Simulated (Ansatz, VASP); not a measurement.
**Two plane-wave programs on GaAs**

The input INCAR:

```
SYSTEM = GaAs
PREC = Accurate
ENCUT = 500
EDIFF = 1E-6
ISMEAR = 0
SIGMA = 0.1
LREAL = .False.
LASPH = .True.
NELM = 120
ALGO = Normal
ISIF = 2
LWAVE = .False.
LCHARG = .True.
GGA = PE
LELF = .True.
LVHAR = .True.
NBANDS = 16
GGA_COMPAT = .False.
```

The input KPOINTS:

```
regular mesh
0
Gamma
  4 4 4
  0 0 0
```

The input POSCAR:

```
GaAs
1.0
    0.0000000000      2.8750910496      2.8750910496
    2.8750910496      0.0000000000      2.8750910496
    2.8750910496      2.8750910496      0.0000000000
Ga As
1 1
Direct
    0.0000000000      0.0000000000      0.0000000000
    0.2500000000      0.2500000000      0.2500000000
```

Input for Ansatz:

```yaml
crystal:
  lattice:
    - [0.0, 2.8750910496, 2.8750910496]
    - [2.8750910496, 0.0, 2.8750910496]
    - [2.8750910496, 2.8750910496, 0.0]
  atoms:
    - { symbol: Ga, position: [0.0, 0.0, 0.0] }
    - { symbol: As, position: [0.25, 0.25, 0.25] }
basis: {}
kpoints:
  mp_grid: { grid: [4, 4, 4] }
hamiltonian:
  xc: pbe
scf:
  occupations: { method: gaussian, width: 0.1 }
  mixing: { beta: 0.14, ndim: 3 }
  max_iter: 300
output:
  forces: true
  stress: true
  eigenvalues: true
```

Alike in both runs: task single point; functional PBE; k mesh 4 × 4 × 4; occupations gaussian, width 0.1 eV; no spin polarisation.

```csv
,VASP,Ansatz
version,VASP 6.6.1,Ansatz 0.2.0
potentials or method,"VASP PAW PBE potentials, release 64 (Ga_d, As)","scalar-relativistic, plane waves, PAW"
plane-wave cutoff (eV),500,420
valence electrons in the cell,18,28
```

```tsv
	VASP	Ansatz	Ansatz less VASP
gap on the k mesh at the Fermi level (eV)	0.13	0.13	-0.003
least direct gap on the mesh (eV)	0.13	0.13	-0.003
pressure (GPa)	0.4	0.2	-0.13
```

VASP's potentials hold 18 valence electrons a cell and Ansatz's 28, so a difference there can come from the potentials and not from the codes.

The k mesh is coarse, so the values compare programs but aren't converged.
